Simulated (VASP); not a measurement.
# RbBr (P6_3/mmc) in VASP: settings compared

RbBr is run at these levels: PBE, r2SCAN; tasks: single point.

All numbers are computed with VASP 6.6.1; they aren't measurements. Logs are shortened: lines on timing, memory, paths and dates and some standing lists are left out, and cuts for length are marked.

## 1. The cell of the first run

It takes space group P6_3/mmc (No. 194, hexagonal). Conventional cell: a = 5.890 Å, b = 5.890 Å, c = 6.870 Å, α = 90.00°, β = 90.00°, γ = 120.00°. Within 4.5 Å of Rb (site symmetry -6m2) lie 5 Br at 3.40 to 3.43 Å. Within 4.5 Å of Br (site symmetry -6m2) lie 5 Rb at 3.40 to 3.43 Å.

## 2. Single point, PBE

File INCAR:

```
PREC = Accurate
ENCUT = 520
EDIFF = 1E-6
ISMEAR = 0
SIGMA = 0.01
LREAL = F
LASPH = T
NELM = 80
ALGO = Normal
ISIF = 2
LWAVE = F
LCHARG = T
GGA = PE
LELF = T
LVHAR = T
NBANDS = 24
```

File KPOINTS:

```
regular mesh
0
Gamma
  6 6 4
```

File POSCAR:

```
RbBr
1.0
    5.8899870892      0.0000000000      0.0000000000
   -2.9449935446      5.1008784472      0.0000000000
    0.0000000000      0.0000000000      6.8697844858
Rb Br
2 2
Direct
    0.3333333333      0.6666666667      0.2500000000
    0.6666666667      0.3333333333      0.7500000000
    0.6666666667      0.3333333333      0.2500000000
    0.3333333333      0.6666666667      0.7500000000
```

Potentials or basis: VASP PAW PBE potentials, release 64 (Rb_sv, Br).

Run with:

```bash
$ cat potpaw_PBE.64/Rb_sv/POTCAR potpaw_PBE.64/Br/POTCAR > POTCAR
$ mpirun -np 1 vasp_std > vasp.out
```

OUTCAR:

```text
PREC = Accurate
   ENCUT = 520
   EDIFF = 1E-6
   ISMEAR = 0
   LREAL = F
   LASPH = T
   NELM = 80
   ISIF = 2
   GGA = PE

 ion  position               nearest neighbor table
   1  0.333  0.667  0.250-   3 3.40   3 3.40   3 3.40   4 3.43   4 3.43   2 4.83   2 4.83   2 4.83
                             2 4.83   2 4.83   2 4.83
   2  0.667  0.333  0.750-   4 3.40   4 3.40   4 3.40   3 3.43   3 3.43   1 4.83   1 4.83   1 4.83
                             1 4.83   1 4.83   1 4.83
   3  0.667  0.333  0.250-   1 3.40   1 3.40   1 3.40   2 3.43   2 3.43
   4  0.333  0.667  0.750-   2 3.40   2 3.40   2 3.40   1 3.43   1 3.43

  LATTYP: Found a hexagonal cell.
 ALAT       =     5.8899870892
 C/A-ratio  =     1.1663496680

  Lattice vectors:

 A1 = (   5.8899870892,   0.0000000000,   0.0000000000)
 A2 = (  -2.9449935446,   5.1008784472,   0.0000000000)
 A3 = (   0.0000000000,   0.0000000000,   6.8697844858)

Analysis of symmetry for initial positions (statically):
=====================================================================
 Subroutine PRICEL returns:
 Original cell was already a primitive cell.

 Routine SETGRP: Setting up the symmetry group for a
 hexagonal supercell.

 Subroutine GETGRP returns: Found 24 space group operations
 (whereof 12 operations were pure point group operations)
 out of a pool of 24 trial point group operations.

The static configuration has the point symmetry D_3d.
 The point group associated with its full space group is D_6h.

Analysis of symmetry for dynamics (positions and initial velocities):
=====================================================================
 Subroutine PRICEL returns:
 Original cell was already a primitive cell.

 Routine SETGRP: Setting up the symmetry group for a
 hexagonal supercell.

 Subroutine GETGRP returns: Found 24 space group operations
 (whereof 12 operations were pure point group operations)
 out of a pool of 24 trial point group operations.

The dynamic configuration has the point symmetry D_3d.
 The point group associated with its full space group is D_6h.

 Subroutine INISYM returns: Found 24 space group operations
 (whereof 12 operations are pure point group operations),
 and found     1 'primitive' translations

----------------------------------------------------------------------------------------

                                     Primitive cell

  volume of cell :     206.3965

  direct lattice vectors                    reciprocal lattice vectors
     5.889987089  0.000000000  0.000000000     0.169779659  0.098022332  0.000000000
    -2.944993545  5.100878447  0.000000000     0.000000000  0.196044664  0.000000000
     0.000000000  0.000000000  6.869784486     0.000000000  0.000000000  0.145564974

  length of vectors
     5.889987089  5.889987089  6.869784486     0.196044664  0.196044664  0.145564974

  position of ions in fractional coordinates (direct lattice)
     0.333333333  0.666666667  0.250000000
     0.666666667  0.333333333  0.750000000
     0.666666667  0.333333333  0.250000000
     0.333333333  0.666666667  0.750000000

  ion indices of the primitive-cell ions
   primitive index   ion index
                 1           1
                 2           2
                 3           3
                 4           4

----------------------------------------------------------------------------------------

 KPOINTS: regular mesh

Automatic generation of k-mesh.
 Grid dimensions read from file:
 generate k-points for:    6    6    4

 Generating k-lattice:

  Cartesian coordinates                     Fractional coordinates (reciprocal lattice)
     0.028296610  0.016337055  0.000000000     0.166666667 -0.000000000  0.000000000
     0.000000000  0.032674111  0.000000000     0.000000000  0.166666667  0.000000000
     0.000000000  0.000000000  0.036391243     0.000000000  0.000000000  0.250000000

  Length of vectors
     0.032674111  0.032674111  0.036391243

  Shift w.r.t. Gamma in fractional coordinates (k-lattice)
     0.000000000  0.000000000  0.000000000

 Subroutine IBZKPT returns following result:
 ===========================================

 Found     21 irreducible k-points:

 Following reciprocal coordinates:
            Coordinates               Weight
  0.000000  0.000000  0.000000      1.000000
  0.166667 -0.000000  0.000000      6.000000
  0.333333 -0.000000  0.000000      6.000000
  0.500000 -0.000000  0.000000      3.000000
  0.166667  0.166667  0.000000      6.000000
  0.333333  0.166667  0.000000     12.000000
[... 13 lines left out ...]
  0.333333  0.166667  0.500000     12.000000
  0.333333  0.333333  0.500000      2.000000
   k-points           NKPTS =     21   k-points in BZ     NKDIM =     21   number of bands    NBANDS=     24
   number of dos      NEDOS =    301   number of ions     NIONS =      4
   total plane-waves  NPLWV = 124416
   dimension x,y,z NGX =    48 NGY =   48 NGZ =   54
   dimension x,y,z NGXF=    96 NGYF=   96 NGZF=  108
   ions per type =               2   2
   NGX,Y,Z   is equivalent  to a cutoff of  13.55, 13.55, 13.07 a.u.
   NGXF,Y,Z  is equivalent  to a cutoff of  27.10, 27.10, 26.14 a.u.
 SYSTEM =  unknown system
   PREC   = accura    normal or accurate (medium, high low for compatibility)
   ISTART =      0    job   : 0-new  1-cont  2-samecut
   ICHARG =      2    charge: 1-file 2-atom 10-const
   ISPIN  =      1    spin polarized calculation?
   LNONCOLLINEAR =      F non collinear calculations
   LSORBIT =      F    spin-orbit coupling
   LASPH  =      T    aspherical Exc in radial PAW
   ENCUT  =  520.0 eV  38.22 Ry    6.18 a.u.  10.95 10.95 12.77*2*pi/ulx,y,z
   NELM   =     80;   NELMIN=  2; NELMDL= -5     # of ELM steps
   EDIFF  = 0.1E-05   stopping-criterion for ELM
   LREAL  =      F    real-space projection
   EDIFFG = 0.1E-04   stopping-criterion for IOM
   NSW    =      0    number of steps for IOM
   IBRION =     -1    ionic relax: 0-MD 1-quasi-New 2-CG
   NFREE  =      0    steps in history (QN), initial steepest desc. (CG)
   ISIF   =      2    stress and relaxation
   ISYM   =      2    0-nonsym 1-usesym 2-fastsym
   POTIM  = 0.5000    time-step for ionic-motion
   TEBEG  =    0.0;   TEEND  =   0.0 temperature during run
   PSTRESS=    0.0 pullay stress
   NELECT =      32.0000    total number of electrons
   NUPDOWN=      -1.0000    fix difference up-down
   EMIN   =  10.00;   EMAX   =-10.00  energy-range for DOS
   EFERMI =   0.00;   METHOD = LEGACY
   ISMEAR =     0;   SIGMA  =   0.01  broadening in eV -4-tet -1-fermi 0-gaus
   EFERMI_NEDOS =   21; number of points for ismear=-14 and -15
   IALGO  =     38    algorithm
   IMIX   =      4    mixing-type and parameters
     AMIX     =   0.40;   BMIX     =  1.00
     AMIX_MAG =   1.60;   BMIX_MAG =  1.00
  volume/ion in A,a.u.               =      51.60       348.21
  Fermi-wavevector in a.u.,A,eV,Ry     =   0.879476  1.661969 10.523809  0.773478
  Thomas-Fermi vector in A             =   1.999705
   LORBIT       =      0    0 simple, 1 ext, 2 COOP (PROOUT), +10 PAW based schemes
   GGA     = PE    functional components
   LHFCALC =     F    Hartree Fock is set to
   AEXX    =    0.0000 exact exchange contribution
   IVDW    =     0    specifies the selected vdW correction
   LEPSILON=     F    determine dielectric tensor
   LRPA    =     F    only Hartree local field effects (RPA)
 non-spin polarized calculation
 Gauss-broadening in eV      SIGMA  =   0.01
  energy-cutoff  :      520.00
  volume of cell :      206.40
 maximum number of plane-waves:      5580
 NGX is ok and might be reduce to    48
   NGX = 21   NGY = 21   NGZ = 25

 number of electron      31.9999998 magnetization

 Free energy of the ion-electron system (eV)
  ---------------------------------------------------
  ext. energy  EPLUGINS =         0.00000000
  ---------------------------------------------------
  free energy    TOTEN  =       -12.06149622 eV

  energy without entropy =      -12.06149622  energy(sigma->0) =      -12.06149622

 E-fermi :  -2.5236     XC(G=0):  -6.1370

 val. band max:       -2.5934128057   @ k =   0.0000   0.0000   0.0000
 cond. band min:       1.4692684518   @ k =   0.0000   0.0000   0.0000
 fundamental gap:      4.0626812574
 Fermi energy:        -2.5236029132

 k-point     1 :       0.0000    0.0000    0.0000
  band No.  band energies     occupation
      1     -27.2135      2.00000
      2     -27.2043      2.00000
      3     -14.7116      2.00000
      4     -14.6696      2.00000
      5     -11.4187      2.00000
      6     -11.3720      2.00000
[... 16 lines left out ...]
     23       5.4375      0.00000
     24       5.8288      0.00000

 k-point     2 :       0.1667   -0.0000    0.0000
  band No.  band energies     occupation
      1     -27.2128      2.00000
      2     -27.2047      2.00000
      3     -14.7182      2.00000
      4     -14.6814      2.00000
      5     -11.4100      2.00000
      6     -11.3770      2.00000
[... 16 lines left out ...]
     23       5.4483      0.00000
     24       5.5891      0.00000

 k-point     3 :       0.3333   -0.0000    0.0000
  band No.  band energies     occupation
      1     -27.2110      2.00000
      2     -27.2057      2.00000
      3     -14.7298      2.00000
      4     -14.7062      2.00000
      5     -11.3877      2.00000
      6     -11.3864      2.00000
[... 16 lines left out ...]
     23       5.4565      0.00000
     24       5.6574      0.00000

 k-point     4 :       0.5000   -0.0000    0.0000
  band No.  band energies     occupation
      1     -27.2098      2.00000
      2     -27.2067      2.00000
      3     -14.7336      2.00000
      4     -14.7204      2.00000
      5     -11.3908      2.00000
      6     -11.3702      2.00000
[... 16 lines left out ...]
     23       5.4609      0.00000
     24       5.9269      0.00000

 k-point     5 :       0.1667    0.1667    0.0000
  band No.  band energies     occupation
      1     -27.2115      2.00000
      2     -27.2054      2.00000
      3     -14.7272      2.00000
      4     -14.6998      2.00000
      5     -11.3942      2.00000
      6     -11.3869      2.00000
[... 16 lines left out ...]
     23       5.5620      0.00000
     24       5.5970      0.00000

 k-point     6 :       0.3333    0.1667    0.0000
  band No.  band energies     occupation
      1     -27.2098      2.00000
      2     -27.2067      2.00000
      3     -14.7336      2.00000
      4     -14.7202      2.00000
      5     -11.3977      2.00000
      6     -11.3703      2.00000
[... 16 lines left out ...]
     23       5.5726      0.00000
     24       5.7869      0.00000
[... 298 lines left out ...]
 k-point    18 :       0.5000   -0.0000    0.5000
  band No.  band energies     occupation
      1     -27.2081      2.00000
      2     -27.2081      2.00000
      3     -14.7556      2.00000
      4     -14.7556      2.00000
      5     -11.3546      2.00000
      6     -11.3546      2.00000
[... 16 lines left out ...]
     23       5.5400      0.00000
     24       5.5400      0.00000

 k-point    19 :       0.1667    0.1667    0.5000
  band No.  band energies     occupation
      1     -27.2084      2.00000
      2     -27.2084      2.00000
      3     -14.7423      2.00000
      4     -14.7423      2.00000
      5     -11.3528      2.00000
      6     -11.3528      2.00000
[... 16 lines left out ...]
     23       5.7334      0.00000
     24       5.7334      0.00000

 k-point    20 :       0.3333    0.1667    0.5000
  band No.  band energies     occupation
      1     -27.2081      2.00000
      2     -27.2081      2.00000
      3     -14.7555      2.00000
      4     -14.7555      2.00000
      5     -11.3593      2.00000
      6     -11.3593      2.00000
[... 16 lines left out ...]
     23       5.5334      0.00000
     24       5.5334      0.00000

 k-point    21 :       0.3333    0.3333    0.5000
  band No.  band energies     occupation
      1     -27.2080      2.00000
      2     -27.2080      2.00000
      3     -14.7598      2.00000
      4     -14.7598      2.00000
      5     -11.3648      2.00000
      6     -11.3648      2.00000
[... 16 lines left out ...]
     23       5.4251      0.00000
     24       5.4251      0.00000

------------------------ aborting loop because EDIFF is reached ----------------------------------------

  FORCE on cell =-STRESS in cart. coord.  units (eV):
  Direction    XX          YY          ZZ          XY          YZ          ZX
  --------------------------------------------------------------------------------------
  -------------------------------------------------------------------------------------
  Total        0.3532775      0.3532775      0.5267158      0.0000000      0.0000000      0.0000000
  in kB        2.7423575      2.7423575      4.0886928      0.0000000      0.0000000      0.0000000
  external PRESSURE =       3.1911359 kB  Pullay stress =       0.0000000 kB

 VOLUME and BASIS-vectors are now :
 -----------------------------------------------------------------------------
  energy-cutoff  :      520.00
  volume of cell :      206.40
      direct lattice vectors                 reciprocal lattice vectors
     5.889987089  0.000000000  0.000000000     0.169779659  0.098022332  0.000000000
    -2.944993545  5.100878447  0.000000000     0.000000000  0.196044664  0.000000000
     0.000000000  0.000000000  6.869784486     0.000000000  0.000000000  0.145564974

 POSITION                                       TOTAL-FORCE (eV/Angst)
 -----------------------------------------------------------------------------------
     -0.00000      3.40059      1.71745         0.000000      0.000000      0.000000
      2.94499      1.70029      5.15234        -0.000000     -0.000000      0.000000
      2.94499      1.70029      1.71745        -0.000000      0.000000      0.000000
     -0.00000      3.40059      5.15234         0.000000     -0.000000     -0.000000
 -----------------------------------------------------------------------------------
    total drift:                               -0.000000     -0.000000     -0.000000

  FREE ENERGIE OF THE ION-ELECTRON SYSTEM (eV)
  ---------------------------------------------------
  free  energy   TOTEN  =       -12.0614962249 eV

  energy  without entropy=      -12.0614962249  energy(sigma->0) =      -12.06149622
```

Run time: 2 min. Hardware: 1 thread of Intel Xeon Platinum 8259CL at 2.50GHz (Skylake/Cascade Lake), shared host; peak memory 0.38 GiB.

What came out:

- Free energy: -12.0615 eV
- Pressure: 0.3 GPa
- Band gap on the k mesh: 4.06 eV

Levels at points of the mesh, in eV from the valence-band top:
```
           k point  band 13  band 14  band 15  band 16  band 17  band 18  band 19  band 20
(0.00, 0.00, 0.00)    -0.36    -0.27    -0.27     0.00     4.06     6.83     7.08     7.08
(0.50, 0.00, 0.00)    -0.32    -0.27    -0.15    -0.12     5.78     6.16     6.38     6.52
(0.00, 0.00, 0.50)    -0.33    -0.33    -0.33    -0.33     5.21     5.21     8.33     8.33
(0.50, 0.00, 0.50)    -0.27    -0.27    -0.25    -0.25     6.14     6.14     7.43     7.43
```

## 3. Single point, r2SCAN

POSCAR is that of step 2.

File INCAR.step1:

```
PREC     = Accurate       # precision mode
ENCUT    = 520            # plane-wave cutoff, eV
ISMEAR   = 0              # smearing method
SIGMA    = 0.01           # smearing width, eV
LREAL    = False          # projectors in reciprocal space
LASPH    = True           # aspherical terms in the spheres
NELM     = 60             # most SCF steps
NBANDS   = 24             # bands
GGA      = PE             # functional
ALGO     = Normal         # electronic algorithm
EDIFF    = 1E-4           # SCF threshold, eV
LWAVE    = True           # write WAVECAR
LCHARG   = False          # write CHGCAR
```

File INCAR.step2:

```
PREC     = Accurate       # precision mode
ENCUT    = 520            # plane-wave cutoff, eV
EDIFF    = 1E-7           # SCF threshold, eV
ISMEAR   = 0              # smearing method
SIGMA    = 0.01           # smearing width, eV
LREAL    = False          # projectors in reciprocal space
LASPH    = True           # aspherical terms in the spheres
NELM     = 60             # most SCF steps
ALGO     = Normal         # electronic algorithm
ISIF     = 2              # what is computed and relaxed
LWAVE    = False          # write WAVECAR
LCHARG   = False          # write CHGCAR
METAGGA  = R2SCAN         # meta-GGA
LMIXTAU  = True         
NBANDS   = 24             # bands
ISTART   = 1
```

KPOINTS is that of step 2.

Potentials or basis: VASP PAW PBE potentials, release 64 (Rb_sv, Br).

Run with:

```bash
$ cat potpaw_PBE.64/Rb_sv/POTCAR potpaw_PBE.64/Br/POTCAR > POTCAR
$ cp INCAR.step1 INCAR
$ mpirun -np 1 vasp_std > vasp.out
$ cp INCAR.step2 INCAR
$ mpirun -np 1 vasp_std > vasp.out
```

Run time: 8.2 min. Hardware: 1 thread of Intel Xeon Platinum 8259CL at 2.50GHz (Skylake/Cascade Lake), shared host; peak memory 0.42 GiB.

Results (log left out):

* Free energy: -62.0521 eV
* Pressure: 0.0 GPa
* Band gap on the k mesh: 4.65 eV

Levels at points of the mesh, in eV from the valence-band top:
```tsv
k point	band 13	band 14	band 15	band 16	band 17	band 18	band 19	band 20
(0.00, 0.00, 0.00)	-0.36	-0.27	-0.27	0.00	4.65	7.61	7.71	7.71
(0.50, 0.00, 0.00)	-0.33	-0.27	-0.15	-0.12	6.24	6.89	6.91	7.11
(0.00, 0.00, 0.50)	-0.33	-0.33	-0.33	-0.33	5.80	5.80	9.00	9.00
(0.50, 0.00, 0.50)	-0.27	-0.27	-0.25	-0.25	6.62	6.62	8.17	8.17
```

Caveat: the PAW data sets were made with another functional, which shifts forces and pressure a little. A k mesh can miss the band edges.
